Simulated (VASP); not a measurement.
Here is a VASP 6.6.1 calculation.

POSCAR

```
TiC
1.0
    0.0000000000      2.2081947028      2.2081947028
    2.2081947028      0.0000000000      2.2081947028
    2.2081947028      2.2081947028      0.0000000000
Ti C
1 1
Direct
    0.0000000000      0.0000000000      0.0000000000
    0.5000000000      0.5000000000      0.5000000000
```

Contents of INCAR.step1:

```
SYSTEM = TiC
ALGO = Normal
EDIFF = 1E-4
ENCUT = 520
GGA = PE
ISMEAR = -1
LASPH = .TRUE.
LCHARG = .FALSE.
LREAL = .FALSE.
LWAVE = .TRUE.
NBANDS = 15
NELM = 60
PREC = Accurate
SIGMA = 0.05
```

INCAR.step2

```
SYSTEM = TiC
ALGO = Normal
EDIFF = 1E-6
ENCUT = 520
ISIF = 2
ISMEAR = -1
ISTART = 1
LASPH = .TRUE.
LCHARG = .FALSE.
LMIXTAU = .TRUE.
LREAL = .FALSE.
LWAVE = .FALSE.
METAGGA = R2SCAN
NBANDS = 15
NELM = 60
PREC = Accurate
SIGMA = 0.05
```

The input KPOINTS:

```
k-points
0
G
  11 11 11
  0 0 0
```

Potentials or basis: VASP PAW PBE potentials, release 64 (Ti_sv, C).

The run is started by

```bash
$ cat potpaw_PBE.64/Ti_sv/POTCAR potpaw_PBE.64/C/POTCAR > POTCAR
$ cp INCAR.step1 INCAR
$ mpirun -np 1 vasp_std > vasp.out
$ cp INCAR.step2 INCAR
$ mpirun -np 1 vasp_std > vasp.out
```

Problem. Predict the band gap on the k mesh.

Solution. Zero (band 8 reaches 9.65 eV, above the bottom of band 9 at 8.36 eV).

Problem. What does it give for the pressure?

Solution. -13.3 GPa.

Caveat: the PAW data sets were made with another functional, which shifts forces and pressure a little.
